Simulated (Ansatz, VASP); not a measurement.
**ZnS: VASP beside Ansatz**

The input INCAR:

```
SYSTEM = ZnS
PREC = Accurate
ENCUT = 500
EDIFF = 1E-6
ISMEAR = 0
SIGMA = 0.02
LREAL = .FALSE.
LASPH = .TRUE.
NELM = 120
ALGO = Normal
ISIF = 2
LWAVE = .FALSE.
LCHARG = .FALSE.
GGA = PS
NBANDS = 16
GGA_COMPAT = .FALSE.
```

Contents of KPOINTS:

```
regular mesh
0
G
  10 10 10
  0 0 0
```

POSCAR

```
ZnS
1.0
    0.0000000000      2.6777701718      2.6777701718
    2.6777701718      0.0000000000      2.6777701718
    2.6777701718      2.6777701718      0.0000000000
Zn S
1 1
Direct
    0.0000000000      0.0000000000      0.0000000000
    0.2500000000      0.2500000000      0.2500000000
```

Input for Ansatz:

```yaml
crystal:
  lattice:
    - [0.0, 2.6777701718, 2.6777701718]
    - [2.6777701718, 0.0, 2.6777701718]
    - [2.6777701718, 2.6777701718, 0.0]
  atoms:
    - { symbol: Zn, position: [0.0, 0.0, 0.0] }
    - { symbol: S, position: [0.25, 0.25, 0.25] }
basis:
  ecutwfc: 420
kpoints:
  mp_grid: { grid: [10, 10, 10] }
  band_path: { path: [VBM, CBM], npoints: 2 }
hamiltonian:
  xc: pbesol
scf:
  occupations: { method: gaussian, width: 0.02 }
output:
  forces: true
  stress: true
  eigenvalues: true
```

Alike in both runs: task single point; functional PBEsol; k mesh 10 × 10 × 10; occupations gaussian, width 0.02 eV; no spin polarisation.

|  | VASP | Ansatz |
| --- | --- | --- |
| version | VASP 6.6.1 | Ansatz 0.2.0 |
| potentials or method | VASP PAW PBE potentials, release 64 (Zn, S), cutoff 500 eV | scalar-relativistic, plane waves, PAW |
| valence electrons in the cell | 18 | 18 |

VASP gave:

| Property | Result |
| --- | --- |
| gap on the k mesh at the Fermi level (eV) | 2.09 |
| least direct gap on the mesh (eV) | 2.09 |
| pressure (GPa) | 0.2 |

Task: Which values does Ansatz return?

Result: gap on the k mesh at the Fermi level (eV): 2.09; least direct gap on the mesh (eV): 2.09; pressure (GPa): 0.0.

VASP's potentials were made for PBE, not for PBEsol.
